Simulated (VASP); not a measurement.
# CuAu in VASP: single point with PBE

Aim: the single point of CuAu with PBE.

Program: VASP 6.6.1. These are calculated values, not measurements. Logs are shortened: lines on timing, memory, paths and dates and some standing lists are left out, and cuts for length are marked.

## 1. The cell of the first run

The typed cell holds 2 atoms: a = 2.811 Å, b = 2.811 Å, c = 3.685 Å, α = 90.00°, β = 90.00°, γ = 90.00°.

## 2. Single point, PBE

Input file INCAR:

```
SYSTEM = CuAu
PREC = Accurate
ENCUT = 520
EDIFF = 1E-6
ISMEAR = -1
SIGMA = 0.05
LREAL = .FALSE.
LASPH = .TRUE.
NELM = 80
ALGO = Normal
ISIF = 2
LWAVE = .FALSE.
LCHARG = .TRUE.
GGA = PE
LELF = .TRUE.
LVHAR = .TRUE.
NBANDS = 18
```

Input file KPOINTS:

```
Automatic mesh
0
G
  6 6 5
  0 0 0
```

Input file POSCAR:

```
CuAu
1.0
    2.8107490000      0.0000000000      0.0000000000
    0.0000000000      2.8107490000      0.0000000000
    0.0000000000      0.0000000000      3.6850000000
Cu Au
1 1
Direct
    0.5004159095      0.4995840905      0.5001023659
    0.0000000000      0.0000000000      0.0000000000
```

Potentials or basis: VASP PAW PBE potentials, release 64 (Cu, Au).

Run with:

```sh
cat potpaw_PBE.64/Cu/POTCAR potpaw_PBE.64/Au/POTCAR > POTCAR
mpirun -np 1 vasp_std > vasp.out
```

OUTCAR:

```text
SYSTEM = CuAu
   PREC = Accurate
   ENCUT = 520
   EDIFF = 1E-6
   ISMEAR = -1
   LREAL = .FALSE.
   LASPH = .TRUE.
   NELM = 80
   ISIF = 2
   GGA = PE

 ion  position               nearest neighbor table
   1  0.500  0.500  0.500-   2 2.71   2 2.71   2 2.71   2 2.71   2 2.71   2 2.71   2 2.71   2 2.71

   2  0.000  0.000  0.000-   1 2.71   1 2.71   1 2.71   1 2.71   1 2.71   1 2.71   1 2.71   1 2.71

  LATTYP: Found a simple tetragonal cell.
 ALAT       =     2.8107490000
 C/A-ratio  =     1.3110384456

  Lattice vectors:

 A1 = (   2.8107490000,   0.0000000000,   0.0000000000)
 A2 = (   0.0000000000,   2.8107490000,   0.0000000000)
 A3 = (   0.0000000000,   0.0000000000,   3.6850000000)

Analysis of symmetry for initial positions (statically):
=====================================================================
 Subroutine PRICEL returns:
 Original cell was already a primitive cell.

 Routine SETGRP: Setting up the symmetry group for a
 simple tetragonal supercell.

 Subroutine GETGRP returns: Found  2 space group operations
 (whereof  2 operations were pure point group operations)
 out of a pool of 16 trial point group operations.

The static configuration has the point symmetry C_1h.

Analysis of symmetry for dynamics (positions and initial velocities):
=====================================================================
 Subroutine PRICEL returns:
 Original cell was already a primitive cell.

 Routine SETGRP: Setting up the symmetry group for a
 simple tetragonal supercell.

 Subroutine GETGRP returns: Found  2 space group operations
 (whereof  2 operations were pure point group operations)
 out of a pool of 16 trial point group operations.

The dynamic configuration has the point symmetry C_1h.

 Subroutine INISYM returns: Found  2 space group operations
 (whereof  2 operations are pure point group operations),
 and found     1 'primitive' translations

----------------------------------------------------------------------------------------

                                     Primitive cell

  volume of cell :      29.1126

  direct lattice vectors                    reciprocal lattice vectors
     2.810749000  0.000000000  0.000000000     0.355777054  0.000000000  0.000000000
     0.000000000  2.810749000  0.000000000     0.000000000  0.355777054  0.000000000
     0.000000000  0.000000000  3.685000000     0.000000000  0.000000000  0.271370421

  length of vectors
     2.810749000  2.810749000  3.685000000     0.355777054  0.355777054  0.271370421

  position of ions in fractional coordinates (direct lattice)
     0.500415909  0.499584091  0.500102366
     0.000000000  0.000000000  0.000000000

  ion indices of the primitive-cell ions
   primitive index   ion index
                 1           1
                 2           2

----------------------------------------------------------------------------------------

 KPOINTS: Automatic mesh

Automatic generation of k-mesh.
 Grid dimensions read from file:
 generate k-points for:    6    6    5

 Generating k-lattice:

  Cartesian coordinates                     Fractional coordinates (reciprocal lattice)
     0.059296176  0.000000000  0.000000000     0.166666667  0.000000000  0.000000000
     0.000000000  0.059296176  0.000000000     0.000000000  0.166666667  0.000000000
     0.000000000  0.000000000  0.054274084     0.000000000  0.000000000  0.200000000

  Length of vectors
     0.059296176  0.059296176  0.054274084

  Shift w.r.t. Gamma in fractional coordinates (k-lattice)
     0.000000000  0.000000000  0.000000000

 Subroutine IBZKPT returns following result:
 ===========================================

 Found     55 irreducible k-points:

 Following reciprocal coordinates:
            Coordinates               Weight
  0.000000  0.000000  0.000000      1.000000
  0.166667  0.000000  0.000000      4.000000
  0.333333  0.000000  0.000000      4.000000
  0.500000  0.000000  0.000000      2.000000
  0.166667  0.166667  0.000000      2.000000
 -0.166667  0.166667  0.000000      2.000000
[... 16 lines left out ...]
  0.333333  0.166667  0.200000      4.000000
 -0.166667  0.333333  0.200000      4.000000
 [... further k-points ...]
   k-points           NKPTS =     55   k-points in BZ     NKDIM =     55   number of bands    NBANDS=     18
   number of dos      NEDOS =    301   number of ions     NIONS =      2
   total plane-waves  NPLWV =  16128
   dimension x,y,z NGX =    24 NGY =   24 NGZ =   28
   dimension x,y,z NGXF=    48 NGYF=   48 NGZF=   56
   ions per type =               1   1
   NGX,Y,Z   is equivalent  to a cutoff of  14.20, 14.20, 12.63 a.u.
   NGXF,Y,Z  is equivalent  to a cutoff of  28.39, 28.39, 25.26 a.u.
 SYSTEM =  CuAu
   PREC   = accura    normal or accurate (medium, high low for compatibility)
   ISTART =      0    job   : 0-new  1-cont  2-samecut
   ICHARG =      2    charge: 1-file 2-atom 10-const
   ISPIN  =      1    spin polarized calculation?
   LNONCOLLINEAR =      F non collinear calculations
   LSORBIT =      F    spin-orbit coupling
   LASPH  =      T    aspherical Exc in radial PAW
   ENCUT  =  520.0 eV  38.22 Ry    6.18 a.u.   5.23  5.23  6.85*2*pi/ulx,y,z
   NELM   =     80;   NELMIN=  2; NELMDL= -5     # of ELM steps
   EDIFF  = 0.1E-05   stopping-criterion for ELM
   LREAL  =      F    real-space projection
   EDIFFG = 0.1E-04   stopping-criterion for IOM
   NSW    =      0    number of steps for IOM
   IBRION =     -1    ionic relax: 0-MD 1-quasi-New 2-CG
   NFREE  =      0    steps in history (QN), initial steepest desc. (CG)
   ISIF   =      2    stress and relaxation
   ISYM   =      2    0-nonsym 1-usesym 2-fastsym
   POTIM  = 0.5000    time-step for ionic-motion
   TEBEG  =    0.0;   TEEND  =   0.0 temperature during run
   PSTRESS=    0.0 pullay stress
   NELECT =      22.0000    total number of electrons
   NUPDOWN=      -1.0000    fix difference up-down
   EMIN   =  10.00;   EMAX   =-10.00  energy-range for DOS
   EFERMI =   0.00;   METHOD = LEGACY
   ISMEAR =    -1;   SIGMA  =   0.05  broadening in eV -4-tet -1-fermi 0-gaus
   EFERMI_NEDOS =   21; number of points for ismear=-14 and -15
   IALGO  =     38    algorithm
   IMIX   =      4    mixing-type and parameters
     AMIX     =   0.40;   BMIX     =  1.00
     AMIX_MAG =   1.60;   BMIX_MAG =  1.00
  volume/ion in A,a.u.               =      14.56        98.23
  Fermi-wavevector in a.u.,A,eV,Ry     =   1.491152  2.817868 30.253012  2.223534
  Thomas-Fermi vector in A             =   2.603843
   LORBIT       =      0    0 simple, 1 ext, 2 COOP (PROOUT), +10 PAW based schemes
   GGA     = PE    functional components
   LHFCALC =     F    Hartree Fock is set to
   AEXX    =    0.0000 exact exchange contribution
   IVDW    =     0    specifies the selected vdW correction
   LEPSILON=     F    determine dielectric tensor
   LRPA    =     F    only Hartree local field effects (RPA)
 non-spin polarized calculation
  energy-cutoff  :      520.00
  volume of cell :       29.11
 maximum number of plane-waves:       800
 NGX is ok and might be reduce to    24
   NGX = 11   NGY = 11   NGZ = 13

 number of electron      22.0000010 magnetization

 Free energy of the ion-electron system (eV)
  ---------------------------------------------------
  ext. energy  EPLUGINS =         0.00000000
  ---------------------------------------------------
  free energy    TOTEN  =        -7.01263829 eV

  energy without entropy =       -7.00818009  energy(sigma->0) =       -7.01040919

 E-fermi :   8.7135     XC(G=0): -12.6653

 val. band max:        8.6898807106   @ k =   0.5000   0.1667   0.0000
 cond. band min:       8.7876505849   @ k =   0.5000   0.3333   0.0000
 fundamental gap:      0.0977698743
 Fermi energy:         8.7134760838

 k-point     1 :       0.0000    0.0000    0.0000
  band No.  band energies     occupation
      1      -1.0401      2.00000
      2       2.1104      2.00000
      3       2.2833      2.00000
      4       4.6645      2.00000
      5       4.6645      2.00000
      6       5.7126      2.00000
[... 10 lines left out ...]
     17      25.5469      0.00000
     18      26.1348      0.00000

 k-point     2 :       0.1667    0.0000    0.0000
  band No.  band energies     occupation
      1      -0.4129      2.00000
      2       2.3689      2.00000
      3       2.6971      2.00000
      4       4.2890      2.00000
      5       4.8107      2.00000
      6       5.4441      2.00000
[... 10 lines left out ...]
     17      26.0414      0.00000
     18      27.9004      0.00000

 k-point     3 :       0.3333    0.0000    0.0000
  band No.  band energies     occupation
      1       1.0913      2.00000
      2       2.8770      2.00000
      3       3.5391      2.00000
      4       3.7754      2.00000
      5       4.8923      2.00000
      6       5.1762      2.00000
[... 10 lines left out ...]
     17      23.1652      0.00000
     18      26.0216      0.00000

 k-point     4 :       0.5000    0.0000    0.0000
  band No.  band energies     occupation
      1       2.0206      2.00000
      2       3.1893      2.00000
      3       3.3866      2.00000
      4       4.2337      2.00000
      5       4.6226      2.00000
      6       5.4406      2.00000
[... 10 lines left out ...]
     17      24.7280      0.00000
     18      25.8669      0.00000

 k-point     5 :       0.1667    0.1667    0.0000
  band No.  band energies     occupation
      1       0.2042      2.00000
      2       2.8315      2.00000
      3       2.8677      2.00000
      4       4.1777      2.00000
      5       4.4939      2.00000
      6       5.0726      2.00000
[... 10 lines left out ...]
     17      26.7238      0.00000
     18      27.0711      0.00000

 k-point     6 :      -0.1667    0.1667    0.0000
  band No.  band energies     occupation
      1       0.2042      2.00000
      2       2.8315      2.00000
      3       2.8677      2.00000
      4       4.1777      2.00000
      5       4.4939      2.00000
      6       5.0726      2.00000
[... 10 lines left out ...]
     17      26.7227      0.00000
     18      27.0592      0.00000

 k-point     7 :       0.3333    0.1667    0.0000
  band No.  band energies     occupation
      1       1.6368      2.00000
      2       3.2398      2.00000
      3       3.4706      2.00000
      4       3.5626      2.00000
      5       4.3458      2.00000
      6       4.8973      2.00000
[... 10 lines left out ...]
     17      23.1761      0.00000
     18      24.9278      0.00000

 k-point     8 :      -0.1667    0.3333    0.0000
  band No.  band energies     occupation
      1       1.6368      2.00000
      2       3.2398      2.00000
      3       3.4706      2.00000
      4       3.5626      2.00000
      5       4.3458      2.00000
      6       4.8973      2.00000
[... 10 lines left out ...]
     17      23.1761      0.00000
     18      24.9278      0.00000
[... 229 lines left out ...]
     17      24.7869      0.00000
     18      25.8179      0.00000

 k-point    20 :       0.1667    0.1667    0.2000
  band No.  band energies     occupation
      1       0.6419      2.00000
      2       2.8940      2.00000
      3       3.0192      2.00000
      4       4.1895      2.00000
      5       4.3358      2.00000
      6       4.9656      2.00000
[... 10 lines left out ...]
     17      24.0646      0.00000
     18      28.8639      0.00000

 k-point    21 :      -0.1667    0.1667    0.2000
  band No.  band energies     occupation
      1       0.6419      2.00000
      2       2.8940      2.00000
      3       3.0192      2.00000
      4       4.1895      2.00000
      5       4.3358      2.00000
      6       4.9656      2.00000
[... 10 lines left out ...]
     17      24.0646      0.00000
     18      28.8655      0.00000

 k-point    22 :       0.1667   -0.1667    0.2000
  band No.  band energies     occupation
      1       0.6419      2.00000
      2       2.8940      2.00000
      3       3.0192      2.00000
      4       4.1895      2.00000
      5       4.3358      2.00000
      6       4.9656      2.00000
[... 10 lines left out ...]
     17      24.0646      0.00000
     18      28.8694      0.00000

 k-point    23 :       0.3333    0.1667    0.2000
  band No.  band energies     occupation
      1       1.8947      2.00000
      2       3.1007      2.00000
      3       3.5823      2.00000
      4       3.7654      2.00000
      5       4.2506      2.00000
      6       4.8538      2.00000
[... 10 lines left out ...]
     17      24.8598      0.00000
     18      25.4859      0.00000

 k-point    24 :      -0.1667    0.3333    0.2000
  band No.  band energies     occupation
      1       1.8947      2.00000
      2       3.1007      2.00000
      3       3.5823      2.00000
      4       3.7654      2.00000
      5       4.2506      2.00000
      6       4.8538      2.00000
[... 10 lines left out ...]
     17      24.8598      0.00000
     18      25.4859      0.00000

 [... further k-points ...]

------------------------ aborting loop because EDIFF is reached ----------------------------------------

  FORCE on cell =-STRESS in cart. coord.  units (eV):
  Direction    XX          YY          ZZ          XY          YZ          ZX
  --------------------------------------------------------------------------------------
  -------------------------------------------------------------------------------------
  Total        0.9027136      0.9027136      0.7752713     -0.0000183     -0.0000082      0.0000082
  in kB       49.6796979     49.6796979     42.6660733     -0.0010049     -0.0004517      0.0004499
  external PRESSURE =      47.3418230 kB  Pullay stress =       0.0000000 kB

 VOLUME and BASIS-vectors are now :
 -----------------------------------------------------------------------------
  energy-cutoff  :      520.00
  volume of cell :       29.11
      direct lattice vectors                 reciprocal lattice vectors
     2.810749000  0.000000000  0.000000000     0.355777054  0.000000000  0.000000000
     0.000000000  2.810749000  0.000000000     0.000000000  0.355777054  0.000000000
     0.000000000  0.000000000  3.685000000     0.000000000  0.000000000  0.271370421

 POSITION                                       TOTAL-FORCE (eV/Angst)
 -----------------------------------------------------------------------------------
      1.40654      1.40421      1.84288        -0.004278      0.004278     -0.002656
      0.00000      0.00000      0.00000         0.004278     -0.004278      0.002656
 -----------------------------------------------------------------------------------
    total drift:                                0.000040     -0.000040     -0.000012

  FREE ENERGIE OF THE ION-ELECTRON SYSTEM (eV)
  ---------------------------------------------------
  free  energy   TOTEN  =        -7.0126382872 eV

  energy  without entropy=       -7.0081800898  energy(sigma->0) =       -7.01040919
```

Wall time 50 s (1 thread of Intel Xeon 8259CL, shared host); peak memory 0.16 GiB.

What came out:

```yaml
Free_energy: -7.0126 eV
Pressure: 4.7 GPa
Largest_force: 0.007 eV/Å
Band_gap_on_the_k_mesh: zero (bands 11 and 12 overlap by 6.59 eV)
```

Forces in eV/Å, atoms in the order of the input:
```
Cu  -0.004  0.004 -0.003
Au   0.004 -0.004  0.003
```

Caveat: the k points lie up to 0.37 Å⁻¹ apart, too coarse for converged energies and pressures of a metal; spin-orbit coupling is left out, which moves the levels of the heavy elements.
